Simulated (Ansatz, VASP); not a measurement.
# BP in VASP and in Ansatz

```
B P
1.0
     0.00000    2.24430    2.24430
     2.24430    0.00000    2.24430
     2.24430    2.24430    0.00000
B P
1 1
Cartesian
  0.0000 0.0000 0.0000
  3.3664 3.3664 3.3664
```

Alike in both runs: task single point; functional PBEsol; dispersion D3(BJ); k mesh 8 × 8 × 8; occupations gaussian, width 0.05 eV; no spin polarisation.

|  | VASP | Ansatz |
| --- | --- | --- |
| version | VASP 6.6.1 | Ansatz 0.2.0 |
| potentials or method | VASP PAW PBE potentials, release 64 (B, P), cutoff 520 eV | scalar-relativistic, plane waves, PAW |
| valence electrons in the cell | 8 | 8 |

VASP gave:

```
gap on the k mesh at the Fermi level (eV) : 1.12
least direct gap on the mesh (eV)         : 3.41
pressure (GPa)                            : 0.1
```

Which values does Ansatz return?

gap on the k mesh at the Fermi level (eV): 1.13; least direct gap on the mesh (eV): 3.41; pressure (GPa): 0.0.

VASP's potentials were made for PBE, not for PBEsol.
